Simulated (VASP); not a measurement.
# InAs (F-43m) in VASP: notebook, part 2 of 2

VASP 6.6.1.

### 3 Single point, PBEsol

This run uses another cell than the first one, of 24.71 Å³/atom, 1.088 times its volume.

Input file INCAR:

```
SYSTEM = InAs
  PREC = Accurate
  ENCUT = 520
  EDIFF = 1E-6
  ISMEAR = -1
  SIGMA = 0.05
  LREAL = .FALSE.
  LASPH = .TRUE.
  NELM = 60
  ALGO = Normal
  ISIF = 2
  LWAVE = .FALSE.
  LCHARG = .TRUE.
  GGA = PS
  LELF = .TRUE.
  LVHAR = .TRUE.
  NBANDS = 16
```

Input file KPOINTS:

```
regular mesh
0
G
  8 8 8
  0 0 0
```

Input file POSCAR:

```
InAs
1.0
    0.0000000000      2.9127516604      2.9127516604
    2.9127516604      0.0000000000      2.9127516604
    2.9127516604      2.9127516604      0.0000000000
In As
1 1
Direct
    0.0000000000      0.0000000000      0.0000000000
    0.7500000000      0.7500000000      0.7500000000
```

Potentials or basis: VASP PAW PBE potentials, release 64 (In_d, As).

Launch:

```bash
$ cat potpaw_PBE.64/In_d/POTCAR potpaw_PBE.64/As/POTCAR > POTCAR
$ mpirun -np 1 vasp_std > vasp.out
```

OUTCAR:

```text
SYSTEM = InAs
   PREC = Accurate
   ENCUT = 520
   EDIFF = 1E-6
   ISMEAR = -1
   LREAL = .FALSE.
   LASPH = .TRUE.
   NELM = 60
   ISIF = 2
   GGA = PS

 ion  position               nearest neighbor table
   1  0.000  0.000  0.000-   2 2.52   2 2.52   2 2.52   2 2.52
   2  0.750  0.750  0.750-   1 2.52   1 2.52   1 2.52   1 2.52

  LATTYP: Found a face centered cubic cell.
 ALAT       =     5.8255033208

  Lattice vectors:

 A1 = (   0.0000000000,   2.9127516604,   2.9127516604)
 A2 = (   2.9127516604,   0.0000000000,   2.9127516604)
 A3 = (   2.9127516604,   2.9127516604,   0.0000000000)

Analysis of symmetry for initial positions (statically):
=====================================================================
 Subroutine PRICEL returns:
 Original cell was already a primitive cell.

 Routine SETGRP: Setting up the symmetry group for a
 face centered cubic supercell.

 Subroutine GETGRP returns: Found 24 space group operations
 (whereof 24 operations were pure point group operations)
 out of a pool of 48 trial point group operations.
[... 155 lines left out ...]
  ---------------------------------------------------
  ext. energy  EPLUGINS =         0.00000000
  ---------------------------------------------------
  free energy    TOTEN  =        -8.28799269 eV

  energy without entropy =       -8.28784029  energy(sigma->0) =       -8.28791649

 E-fermi :   5.7630     XC(G=0):  -9.7810

 val. band max:        5.5900361624   @ k =   0.0000   0.0000   0.0000
 cond. band min:       5.8745722415   @ k =   0.0000   0.0000   0.0000
 fundamental gap:      0.2845360790
 Fermi energy:         5.7630316409

 k-point     1 :       0.0000    0.0000    0.0000
  band No.  band energies     occupation
      1      -9.0356      2.00000
      2      -9.0356      2.00000
      3      -9.0356      2.00000
      4      -8.8527      2.00000
      5      -8.8527      2.00000
      6      -7.0973      2.00000
[... 433 lines left out ...]
      3      -8.9560      2.00000
      4      -8.8618      2.00000
      5      -8.8423      2.00000
      6      -4.8904      2.00000
[... 8 lines left out ...]
     15      16.1678      0.00000
     16      17.1486      0.00000

 [... further k-points ...]
[... 5 lines left out ...]
  --------------------------------------------------------------------------------------
  -------------------------------------------------------------------------------------
  Total        3.1266702      3.1266702      3.1266702      0.0000000      0.0000000     -0.0000000
  in kB      101.3566581    101.3566581    101.3566581      0.0000000      0.0000000     -0.0000000
  external PRESSURE =     101.3566581 kB  Pullay stress =       0.0000000 kB

 VOLUME and BASIS-vectors are now :
 -----------------------------------------------------------------------------
  energy-cutoff  :      520.00
  volume of cell :       49.42
      direct lattice vectors                 reciprocal lattice vectors
     0.000000000  2.912751660  2.912751660    -0.171658987  0.171658987  0.171658987
     2.912751660  0.000000000  2.912751660     0.171658987 -0.171658987  0.171658987
     2.912751660  2.912751660  0.000000000     0.171658987  0.171658987 -0.171658987

 POSITION                                       TOTAL-FORCE (eV/Angst)
 -----------------------------------------------------------------------------------
      0.00000      0.00000      0.00000         0.000000      0.000000      0.000000
      4.36913      4.36913      4.36913        -0.000000     -0.000000     -0.000000
 -----------------------------------------------------------------------------------
    total drift:                               -0.000000     -0.000000     -0.000000

  FREE ENERGIE OF THE ION-ELECTRON SYSTEM (eV)
  ---------------------------------------------------
  free  energy   TOTEN  =        -8.2879926875 eV

  energy  without entropy=       -8.2878402898  energy(sigma->0) =       -8.28791649
```

Run time: 19 s. Hardware: 1 thread of Intel Xeon 6975P-C, shared host; peak memory 0.18 GiB.

What came out:

```yaml
Free_energy: -8.2880 eV
Pressure: 10.1 GPa
Band_gap_on_the_k_mesh: 0.28 eV, direct
```

Caveat: the PAW data sets were made with another functional, which shifts forces and pressure a little; spin-orbit coupling is left out, which moves the levels of the heavy elements.

### 4 Single point, PBEsol

This run uses another cell than the first one, of 26.16 Å³/atom, 1.152 times its volume.

Input file INCAR:

```
ALGO = Normal
EDIFF = 1E-6
ENCUT = 520
GGA = PS
ISIF = 2
ISMEAR = -1
LASPH = T
LCHARG = F
LREAL = F
LWAVE = F
NBANDS = 16
NELM = 60
PREC = Accurate
SIGMA = 0.05
```

Input file KPOINTS:

```
k-points
0
Gamma
  8 8 8
```

Input file POSCAR:

```
InAs
1.0
    0.0000000000      2.9686419006      2.9686419006
    2.9686419006      0.0000000000      2.9686419006
    2.9686419006      2.9686419006      0.0000000000
In As
1 1
Direct
    0.0000000000      0.0000000000      0.0000000000
    0.7500000000      0.7500000000      0.7500000000
```

Launch:

```bash
$ cat potpaw_PBE.64/In_d/POTCAR potpaw_PBE.64/As/POTCAR > POTCAR
$ mpirun -np 1 vasp_std > vasp.out
```

Wall time 18 s (1 thread of Intel Xeon 6975P-C, shared host); peak memory 0.18 GiB.

Results (log left out):

* Free energy: -8.4245 eV
* Pressure: 5.1 GPa
* Band gap on the k mesh: zero (filled and empty bands touch)

Levels at points of the mesh, in eV from the Fermi level:
| k point | band 6 | band 7 | band 8 | band 9 | band 10 | band 11 | band 12 | band 13 |
| --- | --- | --- | --- | --- | --- | --- | --- | --- |
| (0.00, 0.00, 0.00) | -12.32 | -0.06 | -0.06 | -0.06 | -0.06 | 3.81 | 3.81 | 3.81 |
| (0.50, 0.00, 0.00) | -10.66 | -6.17 | -1.14 | -1.14 | 0.93 | 4.59 | 4.59 | 6.70 |
| (0.50, 0.50, 0.00) | -10.05 | -6.19 | -2.60 | -2.60 | 1.28 | 1.92 | 9.38 | 9.55 |

Caveat: the PAW data sets were made with another functional, which shifts forces and pressure a little; spin-orbit coupling is left out, which moves the levels of the heavy elements.

### 5 The runs side by side

```tsv
cell	gap on the mesh (eV)	pressure (GPa)
a = 4.005 Å, angles 60.0°, 2 atoms	0.70	20.2
a = 4.119 Å, angles 60.0°, 2 atoms	0.28	10.1
a = 4.198 Å, angles 60.0°, 2 atoms	none	5.1
```

Alike in all rows: task single point; level PBEsol; potentials or basis VASP PAW PBE potentials, release 64 (In_d, As); no spin polarisation; k mesh 8 × 8 × 8; cutoff (eV) 520; smearing fermi-dirac 0.05 eV.

Caveats: the PAW data sets were made with another functional, which shifts forces and pressure a little; spin-orbit coupling is left out, which moves the levels of the heavy elements.

Absolute energies hang on the potentials; compare differences alone.
